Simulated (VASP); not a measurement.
A run of VASP 6.6.1:

Contents of INCAR:

```
PREC = Accurate
ENCUT = 520
EDIFF = 1E-6
ISMEAR = 0
SIGMA = 0.3
LREAL = F
LASPH = T
NELM = 100
ALGO = Normal
ISIF = 2
LWAVE = F
LCHARG = F
GGA = CA
NBANDS = 11
```

Contents of KPOINTS:

```
Automatic mesh
0
Gamma
  14 14 14
```

Contents of POSCAR:

```
Pt
1.0
    0.0000000000      1.9474302061      1.9474302061
    1.9474302061      0.0000000000      1.9474302061
    1.9474302061      1.9474302061      0.0000000000
Pt
1
Direct
    0.0000000000      0.0000000000      0.0000000000
```

Potentials or basis: VASP PAW LDA potentials, release 64 (Pt).

The run is started by

```console
$ cat potpaw_LDA.64/Pt/POTCAR > POTCAR
$ mpirun -np 1 vasp_std > vasp.out
```

Hardware: 1 thread of Intel Xeon 8259CL, on a shared host.

Task: Estimate the wall time of this run.

Result: Run time: 24 s on 1 thread of Intel Xeon 8259CL, on a shared host, peak memory 0.13 GiB. Counts: scf iterations 11, k points 104.
